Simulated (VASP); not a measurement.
The system is Zr.

```
Zr
1.0
     3.23200    0.00000    0.00000
    -1.61600    2.79899    0.00000
     0.00000    0.00000    5.14700
Zr
2
Direct
  0.33333 0.66667 0.25000
  0.66667 0.33333 0.75000
```

```yaml
Program: VASP 6.6.1
Task: relaxation of cell and atoms
Functional: LDA
Potentials_or_basis: VASP PAW LDA potentials, release 64 (Zr_sv)
Cutoff: 600 eV
k_mesh: 9 × 9 × 5
Occupations: methfessel-paxton, width 0.1 eV
Spin: no spin polarisation
```

At the start: pressure -6.0 GPa; volume 23.28 Å³/atom.

Problem. Where does the relaxation end?

Solution. Over 6 steps the energy falls by 29.2 meV/atom and the volume is 21.81 Å³/atom (-6.3 %); space group P6_3/mmc (No. 194, to 0.05 Å).

Step by step:
```
step  energy change (eV)  largest force (eV/Å)  pressure (GPa)  volume (Å³)
   1              0.0000                0.0000           -5.97        46.56
   2              0.0016                0.0000            7.31        40.96
   3             -0.0571                0.0000           -0.03        43.69
   4             -0.0571                0.0000            0.10        43.63
   5             -0.0582                0.0000            0.08        43.63
   6             -0.0584                0.0000            0.06        43.63
```

Final structure:
```
Zr
1.0
     3.14578    0.00000    0.00000
    -1.57289    2.72433    0.00000
     0.00000    0.00000    5.09073
Zr
2
Direct
  0.33333 0.66667 0.25000
  0.66667 0.33333 0.75000
```
